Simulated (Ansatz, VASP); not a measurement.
# Two plane-wave programs on LiHf4O3

```
Li Hf O
1.0
     2.98525    0.00000    0.00000
    -1.49263    2.58530    0.00000
     0.00000    0.00000   14.98946
Li Hf O
1 4 3
Direct
  0.66667 0.33333 0.00000
  0.00000 0.00000 0.18022
  0.00000 0.00000 0.60690
  0.00000 0.00000 0.39310
  0.00000 0.00000 0.81978
  0.66667 0.33333 0.50000
  0.33333 0.66667 0.28693
  0.33333 0.66667 0.71307
```

Change from the starting cell: species swapped into the Mn4Te3Se type (P-6m2, No. 187).

Alike in both runs: functional PBE; k mesh 5 × 5 × 2; occupations gaussian, width 0.2 eV; no spin polarisation.

Ansatz relaxed the structure, and its values are those at the end. VASP's run is a single point on that final structure, the one shown.

```csv
,VASP,Ansatz
version,VASP 6.6.1,Ansatz 0.2.0
potentials or method,"VASP PAW PBE potentials, release 64 (Li_sv, Hf_pv, O), cutoff 520 eV","scalar-relativistic, plane waves, PAW"
valence electrons in the cell,61,125
```

Ansatz gave:

| Property | Result |
| --- | --- |
| gap on the k mesh at the Fermi level (eV) | none |
| rms of the force components (eV/Å) | 0.020 |

What did VASP give for the same quantities?

gap on the k mesh at the Fermi level (eV): none; rms of the force components (eV/Å): 0.023.

A gap of «none» marks a metal or a gap that the smearing closes. VASP's potentials hold 61 valence electrons a cell and Ansatz's 125, so a difference there can come from the potentials and not from the codes.

The k mesh is coarse, so the values compare programs but aren't converged. Spin-orbit coupling is off throughout. Noted on VASP's run: the cutoff is short for stress, so the pressure is rough.
